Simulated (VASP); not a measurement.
# I (C2/m) in VASP: a series of runs

I is run at these levels: PBEsol; tasks: single point.

All numbers are computed with VASP 6.6.1; they aren't measurements. Logs are shortened: lines on timing, memory, paths and dates and some standing lists are left out, and cuts for length are marked.

## 1. The cell of the first run

The structure is monoclinic, space group C2/m (No. 12). The conventional cell has a = 4.763 Å, b = 7.707 Å, c = 2.715 Å, α = 90.00°, β = 122.60°, γ = 90.00°. Within 3.6 Å of I (site symmetry 2/m) lie 2 I at 2.72 Å.

## 2. Single point, PBEsol (strained)

The input, INCAR:

```
SYSTEM = I
PREC = Accurate
ENCUT = 520
EDIFF = 1E-7
ISMEAR = 0
SIGMA = 0.1
LREAL = .FALSE.
LASPH = .TRUE.
NELM = 80
ALGO = Normal
ISIF = 2
LWAVE = .FALSE.
LCHARG = .FALSE.
GGA = PS
NBANDS = 10
```

The input, KPOINTS:

```
regular mesh
0
G
  12 12 18
  0 0 0
```

The input, POSCAR:

```
I
1.0
    2.3815021441     -3.8532960852      0.0306378432
    2.3815021441      3.8532960852      0.0306378432
   -1.4919811304      0.0000000000      2.2685043466
I
1
Direct
    0.5000000000      0.5000000000      0.5000000000
```

Potentials or basis: VASP PAW PBE potentials, release 64 (I).

Launch:

```sh
> cat potpaw_PBE.64/I/POTCAR > POTCAR
> mpirun -np 1 vasp_std > vasp.out
```

OUTCAR:

```text
SYSTEM = I
   PREC = Accurate
   ENCUT = 520
   EDIFF = 1E-7
   ISMEAR = 0
   LREAL = .FALSE.
   LASPH = .TRUE.
   NELM = 80
   ISIF = 2
   GGA = PS

 ion  position               nearest neighbor table
   1  0.500  0.500  0.500-

  LATTYP: Found a base centered monoclinic cell.
 ALAT       =     4.7633984254
 B/A-ratio  =     1.6178768774
 C/A-ratio  =     0.5700058059
 COS(beta)  =    -0.5387061521

  Lattice vectors:

 A1 = (   2.3815021441,  -3.8532960852,   0.0306378432)
 A2 = (   2.3815021441,   3.8532960852,   0.0306378432)
 A3 = (  -1.4919811304,   0.0000000000,   2.2685043466)

Analysis of symmetry for initial positions (statically):
=====================================================================
 Subroutine PRICEL returns:
 Original cell was already a primitive cell.

 Routine SETGRP: Setting up the symmetry group for a
 base centered monoclinic supercell.

 Subroutine GETGRP returns: Found  4 space group operations
 (whereof  4 operations were pure point group operations)
 out of a pool of  4 trial point group operations.

The static configuration has the point symmetry C_2h.

Analysis of symmetry for dynamics (positions and initial velocities):
=====================================================================
 Subroutine PRICEL returns:
 Original cell was already a primitive cell.

 Routine SETGRP: Setting up the symmetry group for a
 base centered monoclinic supercell.

 Subroutine GETGRP returns: Found  4 space group operations
 (whereof  4 operations were pure point group operations)
 out of a pool of  4 trial point group operations.

The dynamic configuration has the point symmetry C_2h.

 Subroutine INISYM returns: Found  4 space group operations
 (whereof  4 operations are pure point group operations),
 and found     1 'primitive' translations

----------------------------------------------------------------------------------------

                                     Primitive cell

  volume of cell :      41.9867

  direct lattice vectors                    reciprocal lattice vectors
     2.381502144 -3.853296085  0.030637843     0.208189989 -0.129759040  0.136925255
     2.381502144  3.853296085  0.030637843     0.208189989  0.129759040  0.136925255
    -1.491981130  0.000000000  2.268504347    -0.005623522  0.000000000  0.437120525

  length of vectors
     4.529942810  4.529942810  2.715164758     0.280943064  0.280943064  0.437156697

  position of ions in fractional coordinates (direct lattice)
     0.500000000  0.500000000  0.500000000

  ion indices of the primitive-cell ions
   primitive index   ion index
                 1           1

----------------------------------------------------------------------------------------

 KPOINTS: regular mesh

Automatic generation of k-mesh.
 Grid dimensions read from file:
 generate k-points for:   12   12   18

 Generating k-lattice:

  Cartesian coordinates                     Fractional coordinates (reciprocal lattice)
     0.017349166 -0.010813253  0.011410438     0.083333333 -0.000000000  0.000000000
     0.017349166  0.010813253  0.011410438    -0.000000000  0.083333333  0.000000000
    -0.000312418  0.000000000  0.024284474     0.000000000  0.000000000  0.055555556

  Length of vectors
     0.023411922  0.023411922  0.024286483

  Shift w.r.t. Gamma in fractional coordinates (k-lattice)
     0.000000000  0.000000000  0.000000000

 Subroutine IBZKPT returns following result:
 ===========================================

 Found    710 irreducible k-points:

 Following reciprocal coordinates:
            Coordinates               Weight
  0.000000  0.000000  0.000000      1.000000
  0.083333  0.000000 -0.000000      4.000000
  0.166667  0.000000 -0.000000      4.000000
  0.250000  0.000000 -0.000000      4.000000
  0.333333 -0.000000 -0.000000      4.000000
  0.416667  0.000000 -0.000000      4.000000
[... 16 lines left out ...]
  0.500000  0.166667 -0.000000      4.000000
 -0.416667  0.166667  0.000000      4.000000
 [... further k-points ...]
   k-points           NKPTS =    710   k-points in BZ     NKDIM =    710   number of bands    NBANDS=     10
   number of dos      NEDOS =    301   number of ions     NIONS =      1
   total plane-waves  NPLWV =  25920
   dimension x,y,z NGX =    36 NGY =   36 NGZ =   20
   dimension x,y,z NGXF=    72 NGYF=   72 NGZF=   40
   ions per type =               1
   NGX,Y,Z   is equivalent  to a cutoff of  13.21, 13.21, 12.25 a.u.
   NGXF,Y,Z  is equivalent  to a cutoff of  26.42, 26.42, 24.49 a.u.
 SYSTEM =  I
   PREC   = accura    normal or accurate (medium, high low for compatibility)
   ISTART =      0    job   : 0-new  1-cont  2-samecut
   ICHARG =      2    charge: 1-file 2-atom 10-const
   ISPIN  =      1    spin polarized calculation?
   LNONCOLLINEAR =      F non collinear calculations
   LSORBIT =      F    spin-orbit coupling
   LASPH  =      T    aspherical Exc in radial PAW
   ENCUT  =  520.0 eV  38.22 Ry    6.18 a.u.   8.42  8.42  5.05*2*pi/ulx,y,z
   NELM   =     80;   NELMIN=  2; NELMDL= -5     # of ELM steps
   EDIFF  = 0.1E-06   stopping-criterion for ELM
   LREAL  =      F    real-space projection
   EDIFFG = 0.1E-05   stopping-criterion for IOM
   NSW    =      0    number of steps for IOM
   IBRION =     -1    ionic relax: 0-MD 1-quasi-New 2-CG
   NFREE  =      0    steps in history (QN), initial steepest desc. (CG)
   ISIF   =      2    stress and relaxation
   ISYM   =      2    0-nonsym 1-usesym 2-fastsym
   POTIM  = 0.5000    time-step for ionic-motion
   TEBEG  =    0.0;   TEEND  =   0.0 temperature during run
   PSTRESS=    0.0 pullay stress
   NELECT =       7.0000    total number of electrons
   NUPDOWN=      -1.0000    fix difference up-down
   EMIN   =  10.00;   EMAX   =-10.00  energy-range for DOS
   EFERMI =   0.00;   METHOD = LEGACY
   ISMEAR =     0;   SIGMA  =   0.10  broadening in eV -4-tet -1-fermi 0-gaus
   EFERMI_NEDOS =   21; number of points for ismear=-14 and -15
   IALGO  =     38    algorithm
   IMIX   =      4    mixing-type and parameters
     AMIX     =   0.40;   BMIX     =  1.00
     AMIX_MAG =   1.60;   BMIX_MAG =  1.00
  volume/ion in A,a.u.               =      41.99       283.34
  Fermi-wavevector in a.u.,A,eV,Ry     =   0.901025  1.702690 11.045834  0.811846
  Thomas-Fermi vector in A             =   2.024055
   LORBIT       =      0    0 simple, 1 ext, 2 COOP (PROOUT), +10 PAW based schemes
   GGA     = PS    functional components
   LHFCALC =     F    Hartree Fock is set to
   AEXX    =    0.0000 exact exchange contribution
   IVDW    =     0    specifies the selected vdW correction
   LEPSILON=     F    determine dielectric tensor
   LRPA    =     F    only Hartree local field effects (RPA)
 non-spin polarized calculation
 Gauss-broadening in eV      SIGMA  =   0.10
  energy-cutoff  :      520.00
  volume of cell :       41.99
 maximum number of plane-waves:      1150
 NGX is ok and might be reduce to    36
   NGX = 17   NGY = 17   NGZ = 11

 number of electron       7.0000000 magnetization

 Free energy of the ion-electron system (eV)
  ---------------------------------------------------
  ext. energy  EPLUGINS =         0.00000000
  ---------------------------------------------------
  free energy    TOTEN  =        -1.51360091 eV

  energy without entropy =       -1.50925198  energy(sigma->0) =       -1.51142645

 E-fermi :   2.7429     XC(G=0):  -8.1434

 val. band max:        2.7420708950   @ k =  -0.1667   0.0833   0.4444
 cond. band min:       2.7435198914   @ k =  -0.0833   0.0833   0.4444
 fundamental gap:      0.0014489964
 Fermi energy:         2.7429057960

 k-point     1 :       0.0000    0.0000    0.0000
  band No.  band energies     occupation
      1     -11.5173      2.00000
      2       0.5520      2.00000
      3       0.8701      2.00000
      4       6.4969      0.00000
      5       8.2489      0.00000
      6       9.6377      0.00000
      7      11.0165      0.00000
      8      13.0468      0.00000
      9      14.6252      0.00000
     10      19.5795      0.00000

 k-point     2 :       0.0833    0.0000   -0.0000
  band No.  band energies     occupation
      1     -11.4969      2.00000
      2       0.4835      2.00000
      3       0.6841      2.00000
      4       6.7797      0.00000
      5       8.2542      0.00000
      6       9.7533      0.00000
      7      10.6132      0.00000
      8      13.8044      0.00000
      9      14.6304      0.00000
     10      19.6405      0.00000

 k-point     3 :       0.1667    0.0000   -0.0000
  band No.  band energies     occupation
      1     -11.4399      2.00000
      2       0.0795      2.00000
      3       0.4736      2.00000
      4       7.4067      0.00000
      5       8.2689      0.00000
      6       9.6445      0.00000
      7      10.7003      0.00000
      8      14.6327      0.00000
      9      15.3137      0.00000
     10      19.8027      0.00000

 k-point     4 :       0.2500    0.0000   -0.0000
  band No.  band energies     occupation
      1     -11.3596      2.00000
      2      -0.5016      2.00000
      3       0.3384      2.00000
      4       7.7440      0.00000
      5       8.2891      0.00000
      6       9.7989      0.00000
      7      11.5891      0.00000
      8      14.6303      0.00000
      9      17.1166      0.00000
     10      19.8771      0.00000
[... 222 lines left out ...]
 k-point    22 :       0.4167    0.1667   -0.0000
  band No.  band energies     occupation
      1     -11.1848      2.00000
      2      -1.3329      2.00000
      3      -0.2207      2.00000
      4       8.1013      0.00000
      5       8.3045      0.00000
      6      11.7523      0.00000
      7      13.5430      0.00000
      8      15.5863      0.00000
      9      16.2808      0.00000
     10      19.3944      0.00000

 k-point    23 :       0.5000    0.1667   -0.0000
  band No.  band energies     occupation
      1     -11.2209      2.00000
      2      -1.1343      2.00000
      3      -0.2371      2.00000
      4       8.2495      0.00000
      5       8.2695      0.00000
      6      11.5319      0.00000
      7      13.5754      0.00000
      8      14.7097      0.00000
      9      15.9289      0.00000
     10      19.8613      0.00000

 k-point    24 :      -0.4167    0.1667    0.0000
  band No.  band energies     occupation
      1     -11.2864      2.00000
      2      -0.8357      2.00000
      3      -0.0947      2.00000
      4       8.2339      0.00000
      5       8.5150      0.00000
      6      10.2154      0.00000
      7      13.4249      0.00000
      8      14.2219      0.00000
      9      16.8149      0.00000
     10      18.8869      0.00000

 [... further k-points ...]

------------------------ aborting loop because EDIFF is reached ----------------------------------------

  FORCE on cell =-STRESS in cart. coord.  units (eV):
  Direction    XX          YY          ZZ          XY          YZ          ZX
  --------------------------------------------------------------------------------------
  -------------------------------------------------------------------------------------
  Total        1.2510353     -0.1293539      3.2817880      0.0000000      0.0000000     -2.4053956
  in kB       47.7384138     -4.9360325    125.2301647      0.0000000      0.0000000    -91.7877973
  external PRESSURE =      56.0108487 kB  Pullay stress =       0.0000000 kB

 VOLUME and BASIS-vectors are now :
 -----------------------------------------------------------------------------
  energy-cutoff  :      520.00
  volume of cell :       41.99
      direct lattice vectors                 reciprocal lattice vectors
     2.381502144 -3.853296085  0.030637843     0.208189989 -0.129759040  0.136925255
     2.381502144  3.853296085  0.030637843     0.208189989  0.129759040  0.136925255
    -1.491981130  0.000000000  2.268504347    -0.005623522  0.000000000  0.437120525

 POSITION                                       TOTAL-FORCE (eV/Angst)
 -----------------------------------------------------------------------------------
      1.63551      0.00000      1.16489         0.000000      0.000000      0.000000
 -----------------------------------------------------------------------------------
    total drift:                                0.000000      0.000000      0.000000

  FREE ENERGIE OF THE ION-ELECTRON SYSTEM (eV)
  ---------------------------------------------------
  free  energy   TOTEN  =        -1.5136009096 eV

  energy  without entropy=       -1.5092519842  energy(sigma->0) =       -1.51142645
```

It took 94 s on 1 thread of AMD EPYC 9R45 (Zen 5), shared host; peak memory 0.36 GiB.

What came out:

| Quantity | Value |
| --- | --- |
| Free energy | -1.5136 eV |
| Pressure | 5.6 GPa |
| Band gap on the k mesh | zero (an odd number of electrons rules out a gap without spin polarisation) |

Caveat: the cell differs from its parent crystal (strained); the stress differs along the axes, from -0 to 13 GPa; the PAW data sets were made with another functional, which shifts forces and pressure a little; spin-orbit coupling is left out, which moves the levels of the heavy elements; an odd number of electrons without spin polarisation forces a metal; a magnetic or distorted state may lie lower.

## 3. Single point, PBEsol (strained)

The input, INCAR:

```
SYSTEM = I
PREC     = Accurate       ! precision mode
ENCUT    = 520            ! plane-wave cutoff, eV
EDIFF    = 1E-6           ! SCF threshold, eV
ISMEAR   = 0              ! smearing method
SIGMA    = 0.1            ! smearing width, eV
LREAL    = .FALSE.        ! projectors in reciprocal space
LASPH    = .TRUE.         ! aspherical terms in the spheres
NELM     = 80             ! most SCF steps
ALGO     = Normal         ! electronic algorithm
ISIF     = 2              ! what is computed and relaxed
LWAVE    = .FALSE.        ! write WAVECAR
LCHARG   = .TRUE.         ! write CHGCAR
GGA      = PS             ! functional
LELF     = .TRUE.         ! ELF
LVHAR    = .TRUE.       
NBANDS   = 10             ! bands
```

KPOINTS is that of step 2.

The input, POSCAR:

```
I
1.0
    2.5009821176     -3.5560988978     -0.0190122159
    2.5009821176      3.5560988978     -0.0190122159
   -1.6148499819      0.0000000000      2.3777848246
I
1
Direct
    0.5000000000      0.5000000000      0.5000000000
```

Potentials or basis: VASP PAW PBE potentials, release 64 (I).

Launch:

```sh
> cat potpaw_PBE.64/I/POTCAR > POTCAR
> mpirun -np 1 vasp_std > vasp.out
```

Wall time 76 s (1 thread of AMD EPYC 9R45 (Zen 5), shared host); peak memory 0.36 GiB.

Results (log left out):

```
Free energy            : -1.6587 eV
Pressure               : 0.4 GPa
Band gap on the k mesh : zero (an odd number of electrons rules out a gap without spin polarisation)
```

Stress tensor (GPa, compression positive):
```
-0.16  0.00 -1.85
 0.00  0.01  0.00
-1.85  0.00  1.29
```

Levels at points of the mesh, in eV from the Fermi level:
```
           k point  band 2  band 3  band 4  band 5  band 6  band 7
(0.00, 0.00, 0.00)   -1.27   -1.20    4.24    4.44    8.18    8.22
(0.50, 0.00, 0.00)   -3.70   -1.79    4.24    5.10   10.67   11.19
(0.50, 0.50, 0.00)   -3.63   -1.83    3.97    5.03    9.96   11.27
(0.00, 0.00, 0.50)   -5.29   -0.92   -0.03    5.06    6.21   11.99
(0.50, 0.00, 0.50)   -5.49   -0.21    0.57    5.84    8.22    9.50
(0.50, 0.50, 0.50)   -5.28   -0.93   -0.07    5.05    6.14   12.03
```

Caveat: the cell differs from its parent crystal (strained); the PAW data sets were made with another functional, which shifts forces and pressure a little; spin-orbit coupling is left out, which moves the levels of the heavy elements; an odd number of electrons without spin polarisation forces a metal; a magnetic or distorted state may lie lower.

## 4. Single point, PBEsol (strained)

The input, INCAR:

```
PREC = Accurate ; ENCUT = 520
EDIFF = 1E-7 ; ISMEAR = 0
SIGMA = 0.1 ; LREAL = False
LASPH = True ; NELM = 100
ALGO = Normal ; ISIF = 2
LWAVE = False ; LCHARG = False
GGA = PS ; NBANDS = 10
```

The input, KPOINTS:

```
Automatic mesh
0
Gamma
  12 12 18
```

The input, POSCAR:

```
I
1.0
    2.5016167042     -3.7948055437     -0.0204336900
    2.5016167042      3.7948055437     -0.0204336900
   -1.6165886154      0.0000000000      2.3990270897
I
1
Direct
    0.5000000000      0.5000000000      0.5000000000
```

Launch:

```sh
> cat potpaw_PBE.64/I/POTCAR > POTCAR
> mpirun -np 1 vasp_std > vasp.out
```

Run time: 1.7 min. Hardware: 1 thread of AMD EPYC 9R45 (Zen 5), shared host; peak memory 0.39 GiB.

The run converged. Its results:

```yaml
Free_energy: -1.6577 eV
Pressure: -0.2 GPa
Band_gap_on_the_k_mesh: zero (an odd number of electrons rules out a gap without spin polarisation)
```

Stress tensor (GPa, compression positive):
```
-0.62  0.00 -1.23
 0.00 -0.34  0.00
-1.23  0.00  0.31
```

Levels at points of the mesh, in eV from the Fermi level:
```tsv
k point	band 1	band 2	band 3	band 4	band 5	band 6	band 7	band 8
(0.00, 0.00, 0.00)	-13.36	-1.43	-1.29	4.07	4.35	7.68	8.51	10.72
(0.50, 0.00, 0.00)	-13.06	-3.45	-1.90	4.12	5.11	10.57	10.59	12.70
(0.50, 0.50, 0.00)	-13.13	-3.32	-1.66	3.90	5.27	9.99	10.28	12.69
(0.00, 0.00, 0.50)	-10.42	-5.16	-0.89	0.03	5.17	6.46	11.35	11.55
(0.50, 0.00, 0.50)	-10.60	-5.36	-0.20	0.57	5.90	8.33	9.48	9.95
(0.50, 0.50, 0.50)	-10.41	-5.15	-0.90	-0.03	5.16	6.33	11.46	11.60
```

Caveat: the cell differs from its parent crystal (strained); the PAW data sets were made with another functional, which shifts forces and pressure a little; spin-orbit coupling is left out, which moves the levels of the heavy elements; an odd number of electrons without spin polarisation forces a metal; a magnetic or distorted state may lie lower.

## 5. Overview

```tsv
cell	gap on the mesh (eV)	pressure (GPa)
a = 4.530, b = 4.530, c = 2.715 Å, angles 106.5, 106.5, 116.6°, 1 atom	none	5.6
a = 4.348, b = 4.348, c = 2.874 Å, angles 109.1, 109.1, 109.8°, 1 atom	none	0.4
a = 4.545, b = 4.545, c = 2.893 Å, angles 108.1, 108.1, 113.2°, 1 atom	none	-0.2
```

Alike in all rows: task single point; level PBEsol; potentials or basis VASP PAW PBE potentials, release 64 (I); no spin polarisation; k mesh 12 × 12 × 18; cutoff (eV) 520; smearing gaussian 0.1 eV.

Caveats: the PAW data sets were made with another functional, which shifts forces and pressure a little; spin-orbit coupling is left out, which moves the levels of the heavy elements; an odd number of electrons without spin polarisation forces a metal; a magnetic or distorted state may lie lower; the stress differs along the axes, from -0 to 13 GPa (at least some runs).

Absolute energies hang on the potentials; compare differences alone.
